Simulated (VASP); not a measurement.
# SnSe2 (P-3m1) in VASP: further runs, part 2 of 2

VASP 6.6.1.

### 4 Single point, PBE+D3(BJ)

This run uses another cell than the first one, of 18.10 Å³/atom.

Input file INCAR:

```
  PREC = Accurate
  ENCUT = 500
  EDIFF = 1E-6
  ISMEAR = 0
  SIGMA = 0.03
  LREAL = False
  LASPH = True
  NELM = 120
  ALGO = Normal
  ISIF = 2
  LWAVE = False
  LCHARG = False
  GGA = PE
  IVDW = 12
  NBANDS = 20
  GGA_COMPAT = False
```

Input file KPOINTS:

```
regular mesh
0
Gamma
  12 12 6
```

Input file POSCAR:

```
SnSe2
1.0
    3.6480000000      0.0000000000      0.0000000000
   -1.8240000000      3.1592606730      0.0000000000
    0.0000000000      0.0000000000      4.7118000000
Sn Se
1 2
Direct
    0.0000000000      0.0000000000      0.0000000000
    0.3333333333      0.6666666667      0.2651331237
    0.6666666667      0.3333333333      0.7348668763
```

Potentials or basis: VASP PAW PBE potentials, release 64 (Sn_d, Se).

The run is started by

```sh
$ cat potpaw_PBE.64/Sn_d/POTCAR potpaw_PBE.64/Se/POTCAR > POTCAR
$ mpirun -np 1 vasp_std > vasp.out
```

OUTCAR:

```text
PREC = Accurate
   ENCUT = 500
   EDIFF = 1E-6
   ISMEAR = 0
   LREAL = False
   LASPH = True
   NELM = 120
   ISIF = 2
   GGA = PE
   IVDW = 12
 IVDW          = 12

 ion  position               nearest neighbor table
   1  0.000  0.000  0.000-   2 2.45   3 2.45   2 2.45   3 2.45   3 2.45   2 2.45
   2  0.333  0.667  0.265-   1 2.45   1 2.45   1 2.45
   3  0.667  0.333  0.735-   1 2.45   1 2.45   1 2.45

  LATTYP: Found a hexagonal cell.
 ALAT       =     3.6480000000
 C/A-ratio  =     1.2916118421

  Lattice vectors:

[... 743 lines left out ...]

 Edisp (eV)   -1.55835

 E8    (eV) :    -0.6810

  FORCE on cell =-STRESS in cart. coord.  units (eV):
  Direction    XX          YY          ZZ          XY          YZ          ZX
  --------------------------------------------------------------------------------------
  -------------------------------------------------------------------------------------
  Total      16.88099    16.88099    17.29933    -0.00000     0.00000     0.00000
  in kB     498.05978   498.05978   510.40231    -0.00000     0.00000     0.00000
  external pressure =      502.17 kB  Pullay stress =        0.00 kB

 VOLUME and BASIS-vectors are now :
 -----------------------------------------------------------------------------
  energy-cutoff  :      500.00
  volume of cell :       54.30
      direct lattice vectors                 reciprocal lattice vectors
     3.648000000  0.000000000  0.000000000     0.274122807  0.158264876  0.000000000
    -1.824000000  3.159260673  0.000000000     0.000000000  0.316529753  0.000000000
     0.000000000  0.000000000  4.711800000     0.000000000  0.000000000  0.212233117

 POSITION                                       TOTAL-FORCE (eV/Angst)
 -----------------------------------------------------------------------------------
      0.00000      0.00000      0.00000        -0.000000      0.000000     -0.000000
     -0.00000      2.10617      1.24925         0.000000      0.000000      4.580579
      1.82400      1.05309      3.46255        -0.000000      0.000000     -4.580579
 -----------------------------------------------------------------------------------
    total drift:                               -0.000000      0.000000      0.000000

  FREE ENERGIE OF THE ION-ELECTRON SYSTEM (eV)
  ---------------------------------------------------
  free  energy   TOTEN  =       -10.1227467439 eV

  energy  without entropy=      -10.1224846943  energy(sigma->0) =      -10.12261572
```

OSZICAR:

```text
N       E                     dE             d eps       ncg     rms          rms(c)
DAV:   1     0.214691809656E+03    0.21469E+03   -0.12237E+04  4204   0.164E+03
DAV:   2     0.137458745303E+02   -0.20095E+03   -0.19287E+03  4280   0.427E+02
DAV:   3    -0.827169020482E+01   -0.22018E+02   -0.21409E+02  4852   0.113E+02
DAV:   4    -0.894409657297E+01   -0.67241E+00   -0.67069E+00  4820   0.202E+01
DAV:   5    -0.895837321731E+01   -0.14277E-01   -0.14275E-01  5076   0.314E+00    0.856E+00
DAV:   6    -0.862872192779E+01    0.32965E+00   -0.42331E-01  5988   0.809E+00    0.543E+00
DAV:   7    -0.856668599721E+01    0.62036E-01   -0.26741E-01  5444   0.392E+00    0.118E+00
DAV:   8    -0.856414388910E+01    0.25421E-02   -0.26391E-02  5416   0.199E+00    0.363E-01
DAV:   9    -0.856439540843E+01   -0.25152E-03   -0.18185E-03  4668   0.374E-01    0.115E-01
DAV:  10    -0.856437480531E+01    0.20603E-04   -0.15488E-04  5620   0.144E-01    0.396E-02
DAV:  11    -0.856439661438E+01   -0.21809E-04   -0.24489E-05  4380   0.347E-02    0.123E-02
DAV:  12    -0.856440149113E+01   -0.48767E-05   -0.30307E-06  4752   0.140E-02    0.632E-03
DAV:  13    -0.856440111500E+01    0.37613E-06   -0.50565E-07  3312   0.828E-03
   1 F= -.10122747E+02 E0= -.10122616E+02  d E =-.262050E-03
```

stdout:

```text
POSCAR found type information on POSCAR SnSe
 POSCAR found :  2 types and       3 ions
 scaLAPACK will be used
 LDA part: xc-table for (Slater+PW92), standard interpolation
 POSCAR, INCAR and KPOINTS ok, starting setup
 FFT: planning ... GRIDC
 FFT: planning ... GRID_SOFT
 FFT: planning ... GRID
 WAVECAR not read
 entering main loop
```

Wall time 40 s (1 thread of Intel Xeon 6975P-C (Granite Rapids), shared host); peak memory 0.24 GiB.

What came out:

```
Free energy                : -10.1227 eV
Pressure                   : 50.2 GPa
Largest force              : 4.581 eV/Å
Band gap on the k mesh     : zero (bands 13 and 14 overlap by 0.46 eV)
Dispersion energy per atom : -0.519 eV
```

Forces in eV/Å, atoms in the order of the input:
```
Sn   0.000  0.000  0.000
Se   0.000  0.000  4.581
Se   0.000  0.000 -4.581
```

Caveat: the cell stands under pressure; semilocal functionals underestimate gaps, and a narrow one can read as zero; spin-orbit coupling is left out, which moves the levels of the heavy elements; forces of over 1 eV/Å act on the atoms, so gaps and moduli don't describe the material at rest.

### 5 Single point, PBE+D3(BJ)

This run uses another cell than the first one, of 28.20 Å³/atom.

Input file INCAR:

```
SYSTEM = SnSe2
ALGO = Normal ; EDIFF = 1E-6
ENCUT = 500 ; GGA = PE
GGA_COMPAT = .FALSE. ; ISIF = 2
ISMEAR = 0 ; IVDW = 12
LASPH = .TRUE. ; LCHARG = .FALSE.
LREAL = .FALSE. ; LWAVE = .FALSE.
NBANDS = 20 ; NELM = 120
PREC = Accurate ; SIGMA = 0.03
```

Input file KPOINTS:

```
k-points
0
G
  12 12 6
  0 0 0
```

Input file POSCAR:

```
SnSe2
1.0
    4.0320000000      0.0000000000      0.0000000000
   -2.0160000000      3.4918144280      0.0000000000
    0.0000000000      0.0000000000      6.0099097605
Sn Se
1 2
Direct
    0.0000000000      0.0000000000      0.0000000000
    0.3333333333      0.6666666667      0.2651331237
    0.6666666667      0.3333333333      0.7348668763
```

The run is started by

```sh
$ cat potpaw_PBE.64/Sn_d/POTCAR potpaw_PBE.64/Se/POTCAR > POTCAR
$ mpirun -np 1 vasp_std > vasp.out
```

Run time: 56 s. Hardware: 1 thread of Intel Xeon 6975P-C (Granite Rapids), shared host; peak memory 0.3 GiB.

Results (log left out):

* Free energy: -12.7422 eV
* Pressure: -5.1 GPa
* Largest force: 0.375 eV/Å
* Band gap on the k mesh: zero (bands 13 and 14 overlap by 0.01 eV)
* Dispersion energy per atom: -0.329 eV

Forces on the atoms (eV/Å):
```
Sn   0.000  0.000  0.000
Se   0.000  0.000 -0.375
Se   0.000  0.000  0.375
```

Stress tensor (GPa, compression positive):
```
-5.83  0.00  0.00
 0.00 -5.83  0.00
 0.00  0.00 -3.54
```

Levels at points of the mesh, in eV from the Fermi level:
```
           k point  band 10  band 11  band 12  band 13  band 14  band 15  band 16  band 17
(0.00, 0.00, 0.00)    -0.97    -0.85    -0.85    -0.10    -0.04     2.45     3.97     3.97
(0.50, 0.00, 0.00)    -2.94    -2.69    -1.55    -0.53     0.77     3.18     4.50     5.00
(0.00, 0.00, 0.50)    -1.14    -1.14    -0.59    -0.59     1.60     2.21     3.58     3.58
(0.50, 0.00, 0.50)    -2.39    -1.88    -1.15    -1.13     0.47     3.78     4.42     5.45
```

Caveat: the cell stands under tension; semilocal functionals underestimate gaps, and a narrow one can read as zero; spin-orbit coupling is left out, which moves the levels of the heavy elements.

### 6 The runs side by side

```csv
cell,gap on the mesh (eV),pressure (GPa),largest force (eV/Å)
"a = 3.792, b = 3.792, c = 6.659 Å, angles 90.0, 90.0, 120.0°, 3 atoms",none,-4.2,1.18
"a = 3.648, b = 3.648, c = 7.308 Å, angles 90.0, 90.0, 120.0°, 3 atoms",none,-4.1,1.69
"a = 3.648, b = 3.648, c = 4.712 Å, angles 90.0, 90.0, 120.0°, 3 atoms",none,50.2,4.58
"a = 4.032, b = 4.032, c = 6.010 Å, angles 90.0, 90.0, 120.0°, 3 atoms",none,-5.1,0.37
```

Alike in all rows: task single point; level PBE+D3(BJ); potentials or basis VASP PAW PBE potentials, release 64 (Sn_d, Se); no spin polarisation; k mesh 12 × 12 × 6; cutoff (eV) 500; smearing gaussian 0.03 eV.

Caveats: spin-orbit coupling is left out, which moves the levels of the heavy elements; semilocal functionals underestimate gaps, and a narrow one can read as zero (at least some runs); forces of over 1 eV/Å act on the atoms, so gaps and moduli don't describe the material at rest (at least some runs); the stress differs along the axes, from -9 to -2 GPa (at least some runs); the stress differs along the axes, from -15 to 1 GPa (at least some runs); the cell stands under pressure (at least some runs); the cell stands under tension (at least some runs).

Absolute energies hang on the potentials; compare differences alone.
